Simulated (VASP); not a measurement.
Wanted: the native input for a VASP 6.6.1 run.

```
Task                   : single point
Functional             : PBE
Potentials or basis    : VASP PAW PBE potentials, release 64 (Sr_sv, Ti_sv, O)
Cutoff                 : 520 eV
k mesh                 : 8 × 8 × 8
Occupations            : gaussian, width 0.05 eV
Spin                   : no spin polarisation
Dipole correction      : no
Further INCAR settings : ALGO = Normal; EDIFF = 1e-06; NBANDS = 28
```

The structure of SrTiO3 lies in POSCAR:

```
SrTiO3
1.0
    3.9364094381      0.0000000000      0.0000000000
    0.0000000000      3.9364094381      0.0000000000
    0.0000000000      0.0000000000      3.9364094381
Sr Ti O
1 1 3
Direct
   -0.0599527147      0.0000000000      0.0000000000
    0.5731631210      0.5000000000      0.5000000000
    0.0254107067      0.5000000000      0.5000000000
    0.5420154963      0.0000000000      0.5000000000
    0.5420154963      0.5000000000      0.0000000000
```

This cell differs from its parent crystal: atoms displaced along a vibrational mode.

The input as run:

INCAR

```
  ALGO = Normal
  EDIFF = 1E-6
  ENCUT = 520
  GGA = PE
  ISIF = 2
  ISMEAR = 0
  LASPH = T
  LCHARG = F
  LREAL = F
  LWAVE = F
  NBANDS = 28
  NELM = 80
  PREC = Accurate
  SIGMA = 0.05
```

KPOINTS

```
k-points
0
Gamma
  8 8 8
```

Potentials or basis: VASP PAW PBE potentials, release 64 (Sr_sv, Ti_sv, O).

Launch:

```sh
$ cat potpaw_PBE.64/Sr_sv/POTCAR potpaw_PBE.64/Ti_sv/POTCAR potpaw_PBE.64/O/POTCAR > POTCAR
$ mpirun -np 1 vasp_std > vasp.out
```

Results of the run:

The pressure is 7.7 GPa and the largest force is 2.051 eV/Å. The band gap on the k mesh is 1.90 eV (least direct gap 2.35 eV).

Caveat: the cell differs from its parent crystal (atoms displaced along a vibrational mode); the cell stands under pressure; forces of over 1 eV/Å act on the atoms, so gaps and moduli don't describe the material at rest.

It took 64 s on 1 thread of Intel(R) Xeon(R) 6975P-C (Granite Rapids), with other jobs on the host, peak memory 0.25 GiB.
